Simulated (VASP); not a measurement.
Input of a VASP 6.6.1 run:

INCAR

```
SYSTEM = BaCaZrSnO6
PREC = Accurate
ENCUT = 520
EDIFF = 1E-6
ISMEAR = 0
SIGMA = 0.05
LREAL = .False.
LASPH = .True.
NELM = 100
ALGO = Normal
ISIF = 2
LWAVE = .False.
LCHARG = .False.
GGA = PE
NBANDS = 52
```

File KPOINTS:

```
Automatic mesh
0
Gamma
  6 6 6
  0 0 0
```

The input POSCAR:

```
BaCaZrSnO6
1.0
    0.0000000000      4.1682982200      4.1682982200
    4.1682982200      0.0000000000      4.1682982200
    4.1682982200      4.1682982200      0.0000000000
Ba Ca Zr Sn O
1 1 1 1 6
Direct
    0.7500000000      0.7500000000      0.7500000000
    0.2500000000      0.2500000000      0.2500000000
    0.5000000000      0.5000000000      0.5000000000
    0.0000000000      0.0000000000      0.0000000000
    0.7516592200      0.2483407800      0.2483407800
    0.2483407800      0.7516592200      0.7516592200
    0.7516592200      0.7516592200      0.2483407800
    0.2483407800      0.2483407800      0.7516592200
    0.2483407800      0.7516592200      0.2483407800
    0.7516592200      0.2483407800      0.7516592200
```

Potentials or basis: VASP PAW PBE potentials, release 64 (Ba_sv, Ca_sv, Zr_sv, Sn_d, O).

Command:

```console
$ cat potpaw_PBE.64/Ba_sv/POTCAR potpaw_PBE.64/Ca_sv/POTCAR potpaw_PBE.64/Zr_sv/POTCAR potpaw_PBE.64/Sn_d/POTCAR potpaw_PBE.64/O/POTCAR > POTCAR
$ mpirun -np 1 vasp_std > vasp.out
```

Problem. What does it give for the largest force?

Solution. 0.251 eV/Å.

Problem. Predict the band gap on the k mesh.

Solution. 3.73 eV.

Forces in eV/Å, atoms in the order of the input:
```
Ba   0.000  0.000  0.000
Ca   0.000  0.000  0.000
Zr   0.000  0.000  0.000
Sn   0.000  0.000  0.000
O    0.251  0.000  0.000
O   -0.251  0.000  0.000
O    0.000  0.000 -0.251
O    0.000  0.000  0.251
O    0.000  0.251  0.000
O    0.000 -0.251  0.000
```

Caveat: spin-orbit coupling is left out, which moves the levels of the heavy elements. A k mesh can miss the band edges.
